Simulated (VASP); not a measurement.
Runs of VASP 6.6.1 on Se. The structure is that of space group P4/mmm (No. 123), or close to it. The cells are those of the table. The cell was built from a structure type or drawn by symmetry, and may not be a known phase.

| task | cell | k mesh | cutoff (eV) | gap on the mesh (eV) | pressure (GPa) | relaxed volume (Å³/atom) |
| --- | --- | --- | --- | --- | --- | --- |
| single point | a = 2.635, b = 2.635, c = 4.338 Å, 1 atom | 20 × 20 × 14 | 520 | none | (b) | - |
| relaxation of cell and atoms | relaxed from a = 2.644, b = 2.644, c = 3.983 Å, 1 atom | 20 × 20 × 14 | 600 | none | 0.0 | 30.80 |
| relaxation of cell and atoms | relaxed from a = 2.709, b = 2.709, c = 3.965 Å, 1 atom | 6 × 6 × 4 | 600 | none | 0.0 | 27.67 |
| single point | a = 2.644, b = 2.644, c = 3.983 Å, 1 atom | 6 × 6 × 4 | 520 | none | -0.2 | - |
| relaxation of cell and atoms | relaxed from a = 2.635, b = 2.635, c = 4.338 Å, 1 atom | 20 × 20 × 14 | 600 | none | 0.0 | 30.13 |
| single point | a = 2.709, b = 2.709, c = 3.965 Å, 1 atom | 6 × 6 × 4 | 520 | none | (a) | - |

Alike in all rows: level PBE; potentials or basis VASP PAW PBE potentials, release 64 (Se); no spin polarisation; smearing gaussian 0.1 eV.

Problem. Estimate the missing entries.

Solution. (a) -3.3; (b) 0.1.

Caveats: some runs use coarse meshes.

A k mesh can miss the band edges, and the runs leave out spin-orbit coupling on Se.

A gap of «none» marks levels without a gap at the run's occupations.
